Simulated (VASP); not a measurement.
Here is a VASP 6.6.1 calculation.

Contents of INCAR:

```
PREC = Accurate ; ENCUT = 520
EDIFF = 1E-8 ; ISMEAR = -1
SIGMA = 0.05 ; LREAL = False
LASPH = True ; NELM = 80
ALGO = Normal ; ISIF = 2
LWAVE = False ; LCHARG = False
GGA = PS ; LEFG = True
NBANDS = 16
```

File KPOINTS:

```
Automatic mesh
0
Gamma
  13 13 13
```

POSCAR

```
TiN
1.0
    0.0000000000      2.1220000000      2.1220000000
    2.1220000000      0.0000000000      2.1220000000
    2.1220000000      2.1220000000      0.0000000000
Ti N
1 1
Direct
    0.0000000000      0.0000000000      0.0000000000
    0.5000000000      0.5000000000      0.5000000000
```

Potentials or basis: VASP PAW PBE potentials, release 64 (Ti_sv, N).

Command:

```console
$ cat potpaw_PBE.64/Ti_sv/POTCAR potpaw_PBE.64/N/POTCAR > POTCAR
$ mpirun -np 1 vasp_std > vasp.out
```

Task: What does it give for the pressure?

Result: -7.6 GPa.

Task: Predict the band gap on the k mesh.

Result: Zero (an odd number of electrons rules out a gap without spin polarisation).

Caveat: the cell stands under tension; the PAW data sets were made with another functional, which shifts forces and pressure a little.
